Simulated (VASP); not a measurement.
A run of VASP 6.6.1 is set up as follows.

INCAR

```
PREC = Accurate
ENCUT = 600
EDIFF = 1E-6
ISMEAR = -1
SIGMA = 0.1
LREAL = False
LASPH = True
NELM = 120
ALGO = Normal
ISIF = 2
LWAVE = False
LCHARG = True
GGA = PS
LELF = True
LVHAR = True
NBANDS = 11
GGA_COMPAT = False
```

The input KPOINTS:

```
Automatic mesh
0
Gamma
  8 8 8
```

File POSCAR:

```
C
1.0
    3.8760682824      0.0849840019      0.0532873064
    3.0453448627      2.3993753933      0.0532873064
    3.0453448627      1.0930905239      2.1365848734
C
2
Direct
    0.8333461636      0.8333461636      0.8333461636
    0.1666538364      0.1666538364      0.1666538364
```

Potentials or basis: VASP PAW PBE potentials, release 64 (C).

Run with:

```bash
$ cat potpaw_PBE.64/C/POTCAR > POTCAR
$ mpirun -np 1 vasp_std > vasp.out
```

Task: Predict the pressure.

Result: 0.2 GPa.

Stress tensor (GPa, compression positive):
```
-0.18 -0.24 -0.15
-0.24  0.40 -0.05
-0.15 -0.05  0.45
```

Caveat: this functional lacks dispersion, which binds the layers, so the pressure and a relaxed spacing across them are unreliable; the PAW data sets were made with another functional, which shifts forces and pressure a little.
